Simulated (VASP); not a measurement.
# NaI (R-3m) in VASP: notebook

NaI is run at these levels: PBE; tasks: single point.

Everything below comes from runs of VASP 6.6.1. Logs are shortened: lines on timing, memory, paths and dates and some standing lists are left out, and cuts for length are marked.

### Step 1. The cell of the first run

It takes space group R-3m (No. 166, trigonal). The conventional cell has a = 3.633 Å, b = 3.633 Å, c = 17.797 Å, α = 90.00°, β = 90.00°, γ = 120.00°. Within 4.8 Å of Na (site symmetry -3m) lie 6 Na at 3.63 Å and 6 I at 3.63 Å. I (site symmetry -3m) has 6 I at 3.63 Å and 6 Na at 3.63 Å within 4.8 Å.

### Step 2. Single point, PBE

File INCAR:

```
PREC = Accurate ; ENCUT = 520
EDIFF = 1E-6 ; ISMEAR = 0
SIGMA = 0.05 ; LREAL = False
LASPH = True ; NELM = 60
ALGO = Normal ; ISIF = 2
LWAVE = False ; LCHARG = False
GGA = PE ; NBANDS = 14
```

File KPOINTS:

```
Automatic mesh
0
Gamma
  8 8 8
```

File POSCAR:

```
NaI
1.0
    1.7124882549      4.2812206372      4.2812206372
    4.2812206372      1.7124882549      4.2812206372
    4.2812206372      4.2812206372      1.7124882549
Na I
1 1
Direct
    0.0000000000      0.0000000000      0.0000000000
    0.5000000000      0.5000000000      0.5000000000
```

Potentials or basis: VASP PAW PBE potentials, release 64 (Na_pv, I).

On the command line:

```
$ cat potpaw_PBE.64/Na_pv/POTCAR potpaw_PBE.64/I/POTCAR > POTCAR
$ mpirun -np 1 vasp_std > vasp.out
```

OUTCAR:

```text
PREC = Accurate
   ENCUT = 520
   EDIFF = 1E-6
   ISMEAR = 0
   LREAL = False
   LASPH = True
   NELM = 60
   ISIF = 2
   GGA = PE

 ion  position               nearest neighbor table
   1  0.000  0.000  0.000-
   2  0.500  0.500  0.500-

  LATTYP: Found a trigonal (rhomboedric) cell.
 ALAT       =     6.2920836225
 COS(alpha) =     0.8333333333

  Lattice vectors:

 A1 = (   1.7124882549,   4.2812206372,   4.2812206372)
 A2 = (   4.2812206372,   1.7124882549,   4.2812206372)
 A3 = (   4.2812206372,   4.2812206372,   1.7124882549)

Analysis of symmetry for initial positions (statically):
=====================================================================
 Subroutine PRICEL returns:
 Original cell was already a primitive cell.

 Routine SETGRP: Setting up the symmetry group for a
 trigonal (rhombohedral) supercell.

 Subroutine GETGRP returns: Found 12 space group operations
 (whereof 12 operations were pure point group operations)
 out of a pool of 12 trial point group operations.

The static configuration has the point symmetry D_3d.

Analysis of symmetry for dynamics (positions and initial velocities):
=====================================================================
 Subroutine PRICEL returns:
 Original cell was already a primitive cell.

 Routine SETGRP: Setting up the symmetry group for a
 trigonal (rhombohedral) supercell.

 Subroutine GETGRP returns: Found 12 space group operations
 (whereof 12 operations were pure point group operations)
 out of a pool of 12 trial point group operations.

The dynamic configuration has the point symmetry D_3d.

 Subroutine INISYM returns: Found 12 space group operations
 (whereof 12 operations are pure point group operations),
 and found     1 'primitive' translations

----------------------------------------------------------------------------------------

                                     Primitive cell

  volume of cell :      67.7980

  direct lattice vectors                    reciprocal lattice vectors
     1.712488255  4.281220637  4.281220637    -0.227089960  0.162207114  0.162207114
     4.281220637  1.712488255  4.281220637     0.162207114 -0.227089960  0.162207114
     4.281220637  4.281220637  1.712488255     0.162207114  0.162207114 -0.227089960

  length of vectors
     6.292083622  6.292083622  6.292083622     0.322788082  0.322788082  0.322788082

  position of ions in fractional coordinates (direct lattice)
     0.000000000  0.000000000  0.000000000
     0.500000000  0.500000000  0.500000000

  ion indices of the primitive-cell ions
   primitive index   ion index
                 1           1
                 2           2

----------------------------------------------------------------------------------------

 KPOINTS: Automatic mesh

Automatic generation of k-mesh.
 Grid dimensions read from file:
 generate k-points for:    8    8    8

 Generating k-lattice:

  Cartesian coordinates                     Fractional coordinates (reciprocal lattice)
    -0.028386245  0.020275889  0.020275889     0.125000000 -0.000000000 -0.000000000
     0.020275889 -0.028386245  0.020275889    -0.000000000  0.125000000 -0.000000000
     0.020275889  0.020275889 -0.028386245    -0.000000000 -0.000000000  0.125000000

  Length of vectors
     0.040348510  0.040348510  0.040348510

  Shift w.r.t. Gamma in fractional coordinates (k-lattice)
     0.000000000  0.000000000  0.000000000

 Subroutine IBZKPT returns following result:
 ===========================================

 Found     65 irreducible k-points:

 Following reciprocal coordinates:
            Coordinates               Weight
  0.000000  0.000000  0.000000      1.000000
  0.125000 -0.000000 -0.000000      6.000000
  0.250000 -0.000000 -0.000000      6.000000
  0.375000  0.000000  0.000000      6.000000
  0.500000 -0.000000 -0.000000      3.000000
  0.125000  0.125000  0.000000      6.000000
[... 16 lines left out ...]
  0.250000  0.125000  0.125000      6.000000
  0.375000  0.125000  0.125000      6.000000
 [... further k-points ...]
   k-points           NKPTS =     65   k-points in BZ     NKDIM =     65   number of bands    NBANDS=     14
   number of dos      NEDOS =    301   number of ions     NIONS =      2
   total plane-waves  NPLWV = 110592
   dimension x,y,z NGX =    48 NGY =   48 NGZ =   48
   dimension x,y,z NGXF=    96 NGYF=   96 NGZF=   96
   ions per type =               1   1
   NGX,Y,Z   is equivalent  to a cutoff of  12.68, 12.68, 12.68 a.u.
   NGXF,Y,Z  is equivalent  to a cutoff of  25.36, 25.36, 25.36 a.u.
 SYSTEM =  unknown system
   PREC   = accura    normal or accurate (medium, high low for compatibility)
   ISTART =      0    job   : 0-new  1-cont  2-samecut
   ICHARG =      2    charge: 1-file 2-atom 10-const
   ISPIN  =      1    spin polarized calculation?
   LNONCOLLINEAR =      F non collinear calculations
   LSORBIT =      F    spin-orbit coupling
   LASPH  =      T    aspherical Exc in radial PAW
   ENCUT  =  520.0 eV  38.22 Ry    6.18 a.u.  11.70 11.70 11.70*2*pi/ulx,y,z
   NELM   =     60;   NELMIN=  2; NELMDL= -5     # of ELM steps
   EDIFF  = 0.1E-05   stopping-criterion for ELM
   LREAL  =      F    real-space projection
   EDIFFG = 0.1E-04   stopping-criterion for IOM
   NSW    =      0    number of steps for IOM
   IBRION =     -1    ionic relax: 0-MD 1-quasi-New 2-CG
   NFREE  =      0    steps in history (QN), initial steepest desc. (CG)
   ISIF   =      2    stress and relaxation
   ISYM   =      2    0-nonsym 1-usesym 2-fastsym
   POTIM  = 0.5000    time-step for ionic-motion
   TEBEG  =    0.0;   TEEND  =   0.0 temperature during run
   PSTRESS=    0.0 pullay stress
   NELECT =      14.0000    total number of electrons
   NUPDOWN=      -1.0000    fix difference up-down
   EMIN   =  10.00;   EMAX   =-10.00  energy-range for DOS
   EFERMI =   0.00;   METHOD = LEGACY
   ISMEAR =     0;   SIGMA  =   0.05  broadening in eV -4-tet -1-fermi 0-gaus
   EFERMI_NEDOS =   21; number of points for ismear=-14 and -15
   IALGO  =     38    algorithm
   IMIX   =      4    mixing-type and parameters
     AMIX     =   0.40;   BMIX     =  1.00
     AMIX_MAG =   1.60;   BMIX_MAG =  1.00
  volume/ion in A,a.u.               =      33.90       228.76
  Fermi-wavevector in a.u.,A,eV,Ry     =   0.967636  1.828567 12.739397  0.936319
  Thomas-Fermi vector in A             =   2.097538
   LORBIT       =      0    0 simple, 1 ext, 2 COOP (PROOUT), +10 PAW based schemes
   GGA     = PE    functional components
   LHFCALC =     F    Hartree Fock is set to
   AEXX    =    0.0000 exact exchange contribution
   IVDW    =     0    specifies the selected vdW correction
   LEPSILON=     F    determine dielectric tensor
   LRPA    =     F    only Hartree local field effects (RPA)
 non-spin polarized calculation
 Gauss-broadening in eV      SIGMA  =   0.05
  energy-cutoff  :      520.00
  volume of cell :       67.80
 maximum number of plane-waves:      1853
   NGX = 23   NGY = 23   NGZ = 23

 number of electron      13.9999998 magnetization

 Free energy of the ion-electron system (eV)
  ---------------------------------------------------
  ext. energy  EPLUGINS =         0.00000000
  ---------------------------------------------------
  free energy    TOTEN  =        -3.71135665 eV

  energy without entropy =       -3.71014429  energy(sigma->0) =       -3.71075047

 E-fermi :   3.2799     XC(G=0):  -7.8386

 val. band max:        3.0040563451   @ k =   0.2500   0.2500   0.1250
 cond. band min:       3.3120568447   @ k =   0.2500   0.2500   0.0000
 fundamental gap:      0.3080004997
 Fermi energy:         3.2798917083

 k-point     1 :       0.0000    0.0000    0.0000
  band No.  band energies     occupation
      1     -22.3287      2.00000
      2     -22.3287      2.00000
      3     -22.2700      2.00000
      4     -10.0749      2.00000
      5      -0.7010      2.00000
      6       1.8018      2.00000
      7       3.5537      0.00000
      8       3.5537      0.00000
      9       9.7961      0.00000
     10      10.3918      0.00000
     11      12.3151      0.00000
     12      12.3151      0.00000
     13      13.5404      0.00000
     14      13.5945      0.00000

 k-point     2 :       0.1250   -0.0000   -0.0000
  band No.  band energies     occupation
      1     -22.3338      2.00000
      2     -22.3300      2.00000
      3     -22.2693      2.00000
      4      -9.9378      2.00000
      5      -0.5624      2.00000
      6       1.9251      2.00000
      7       2.7309      2.00000
      8       3.3346      0.12178
      9       9.7789      0.00000
     10      10.4884      0.00000
     11      11.4625      0.00000
     12      12.3620      0.00000
     13      12.6887      0.00000
     14      13.0741      0.00000

 k-point     3 :       0.2500   -0.0000   -0.0000
  band No.  band energies     occupation
      1     -22.3461      2.00000
      2     -22.3329      2.00000
      3     -22.2675      2.00000
      4      -9.5714      2.00000
      5      -0.1768      2.00000
      6       0.6763      2.00000
      7       2.8724      2.00000
      8       2.9963      2.00000
      9       8.2415      0.00000
     10       9.5525      0.00000
     11      10.9219      0.00000
     12      11.8549      0.00000
     13      12.6701      0.00000
     14      12.7298      0.00000
[... 324 lines left out ...]
 k-point    23 :       0.2500    0.1250    0.1250
  band No.  band energies     occupation
      1     -22.3338      2.00000
      2     -22.3300      2.00000
      3     -22.2693      2.00000
      4      -9.9332      2.00000
      5      -0.7814      2.00000
      6       2.2626      2.00000
      7       2.8583      2.00000
      8       3.3341      0.12545
      9       9.2707      0.00000
     10      10.6036      0.00000
     11      11.3651      0.00000
     12      11.8987      0.00000
     13      12.7195      0.00000
     14      12.9754      0.00000

 k-point    24 :       0.3750    0.1250    0.1250
  band No.  band energies     occupation
      1     -22.3461      2.00000
      2     -22.3329      2.00000
      3     -22.2676      2.00000
      4      -9.5667      2.00000
      5      -0.3974      2.00000
      6       0.7067      2.00000
      7       2.8719      2.00000
      8       3.4836      0.00000
      9       8.4372      0.00000
     10       9.4639      0.00000
     11      10.4104      0.00000
     12      11.4855      0.00000
     13      11.8344      0.00000
     14      12.6574      0.00000

 [... further k-points ...]

------------------------ aborting loop because EDIFF is reached ----------------------------------------

  FORCE on cell =-STRESS in cart. coord.  units (eV):
  Direction    XX          YY          ZZ          XY          YZ          ZX
  --------------------------------------------------------------------------------------
  -------------------------------------------------------------------------------------
  Total        0.5867918      0.5867918      0.5867918     -2.0018652     -2.0018652     -2.0018652
  in kB       13.8668566     13.8668566     13.8668566    -47.3073739    -47.3073739    -47.3073739
  external PRESSURE =      13.8668566 kB  Pullay stress =       0.0000000 kB

 VOLUME and BASIS-vectors are now :
 -----------------------------------------------------------------------------
  energy-cutoff  :      520.00
  volume of cell :       67.80
      direct lattice vectors                 reciprocal lattice vectors
     1.712488255  4.281220637  4.281220637    -0.227089960  0.162207114  0.162207114
     4.281220637  1.712488255  4.281220637     0.162207114 -0.227089960  0.162207114
     4.281220637  4.281220637  1.712488255     0.162207114  0.162207114 -0.227089960

 POSITION                                       TOTAL-FORCE (eV/Angst)
 -----------------------------------------------------------------------------------
      0.00000      0.00000      0.00000         0.000000     -0.000000      0.000000
      5.13746      5.13746      5.13746        -0.000000      0.000000     -0.000000
 -----------------------------------------------------------------------------------
    total drift:                               -0.000000     -0.000000     -0.000000

  FREE ENERGIE OF THE ION-ELECTRON SYSTEM (eV)
  ---------------------------------------------------
  free  energy   TOTEN  =        -3.7113566455 eV

  energy  without entropy=       -3.7101442897  energy(sigma->0) =       -3.71075047
```

It took 2.8 min on 1 thread of Intel Xeon 8259CL, shared host; peak memory 0.34 GiB.

What came out:

```
Free energy            : -3.7114 eV
Pressure               : 1.4 GPa
Band gap on the k mesh : zero (bands 7 and 8 overlap by 0.75 eV)
```

Stress tensor (GPa, compression positive):
```
 1.39 -4.73 -4.73
-4.73  1.39 -4.73
-4.73 -4.73  1.39
```

Levels at points of the mesh, in eV from the Fermi level:
| k point | band 5 | band 6 | band 7 | band 8 | band 9 | band 10 |
| --- | --- | --- | --- | --- | --- | --- |
| (0.00, 0.00, 0.00) | -3.98 | -1.48 | 0.27 | 0.27 | 6.52 | 7.11 |
| (0.50, 0.00, 0.00) | -4.60 | -2.67 | -0.95 | 1.46 | 3.40 | 4.02 |
| (0.50, 0.50, 0.00) | -4.56 | -2.83 | -0.96 | 1.59 | 3.15 | 4.93 |
| (0.50, 0.50, 0.50) | -4.74 | 0.26 | 0.26 | 1.03 | 3.34 | 6.69 |

Caveat: spin-orbit coupling is left out, which moves the levels of the heavy elements.

### Step 3. Single point, PBE

This run uses another cell than the first one, of the same volume but with other edges.

File INCAR:

```
PREC = Accurate
ENCUT = 520
EDIFF = 1E-7
ISMEAR = 0
SIGMA = 0.05
LREAL = F
LASPH = T
NELM = 80
ALGO = Normal
ISIF = 2
LWAVE = F
LCHARG = T
GGA = PE
LELF = T
LVHAR = T
NBANDS = 14
```

KPOINTS is that of step 2.

File POSCAR:

```
NaI
1.0
   -0.7013737081      2.9264213339      2.9264213339
    2.9264213339     -0.7013737081      2.9264213339
    2.9264213339      2.9264213339     -0.7013737081
Na I
1 1
Direct
    0.0000000000      0.0000000000      0.0000000000
    0.5000000000      0.5000000000      0.5000000000
```

Potentials or basis: VASP PAW PBE potentials, release 64 (Na_pv, I).

On the command line:

```
$ cat potpaw_PBE.64/Na_pv/POTCAR potpaw_PBE.64/I/POTCAR > POTCAR
$ mpirun -np 1 vasp_std > vasp.out
```

Run time: 58 s. Hardware: 1 thread of Intel Xeon 8259CL, shared host; peak memory 0.21 GiB.

The run converged. Its results:

```yaml
Free_energy: -5.2232 eV
Pressure: 0.2 GPa
Band_gap_on_the_k_mesh: 2.73 eV
```

Stress tensor (GPa, compression positive):
```
0.25 0.84 0.84
0.84 0.25 0.84
0.84 0.84 0.25
```

Levels at points of the mesh, in eV from the valence-band top:
| k point | band 5 | band 6 | band 7 | band 8 | band 9 | band 10 |
| --- | --- | --- | --- | --- | --- | --- |
| (0.00, 0.00, 0.00) | -0.73 | -0.73 | 0.00 | 2.73 | 6.28 | 6.28 |
| (0.50, 0.00, 0.00) | -2.88 | -0.65 | -0.19 | 4.69 | 6.63 | 7.11 |
| (0.50, 0.50, 0.00) | -2.46 | -1.91 | -0.40 | 3.44 | 5.85 | 8.25 |
| (0.50, 0.50, 0.50) | -2.36 | -1.48 | -1.48 | 3.94 | 5.43 | 5.43 |

Caveat: spin-orbit coupling is left out, which moves the levels of the heavy elements. A k mesh can miss the band edges.

(Continued in part 2 of 2.)

The gap in the log of VASP goes by the Fermi energy; the results here count the filled bands.